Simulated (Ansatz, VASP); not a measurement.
**One calculation of Ta4O, two programs**

```
Ta O
1.0
     3.25493    0.00000    0.00000
     0.00000    3.25493    0.00000
     0.00000    0.00000    7.14487
Ta O
4 1
Direct
  0.00000 0.00000 0.50000
  0.50000 0.50000 0.78278
  0.50000 0.50000 0.21722
  0.00000 0.00000 0.00000
  0.50000 0.50000 0.50000
```

Alike in both runs: task single point; functional PBEsol; k mesh 16 × 16 × 8; occupations gaussian, width 0.15 eV; no spin polarisation.

|  | VASP | Ansatz |
| --- | --- | --- |
| version | VASP 6.6.1 | Ansatz 0.2.0 |
| potentials or method | VASP PAW PBE potentials, release 64 (Ta_pv, O), cutoff 520 eV | scalar-relativistic, plane waves, PAW |
| valence electrons in the cell | 50 | 58 |

Ansatz gave:

```
gap on the k mesh at the Fermi level (eV)                     : none
pressure (GPa)                                                : 1.9
traceless stress, the component that is largest in VASP (GPa) : 7.26
rms of the force components (eV/Å)                            : 0.192
```

Task: Estimate VASP's values.

Result: gap on the k mesh at the Fermi level (eV): none; pressure (GPa): 2.3; traceless stress, the component that is largest in VASP (GPa): 7.46; rms of the force components (eV/Å): 0.210.

VASP's potentials were made for PBE, not for PBEsol. Atom by atom the forces differ by 0.018 eV/Å (rms over components). A gap of «none» marks a metal or a gap that the smearing closes. VASP's potentials hold 50 valence electrons a cell and Ansatz's 58, so a difference there can come from the potentials and not from the codes.

Spin-orbit coupling is off throughout.
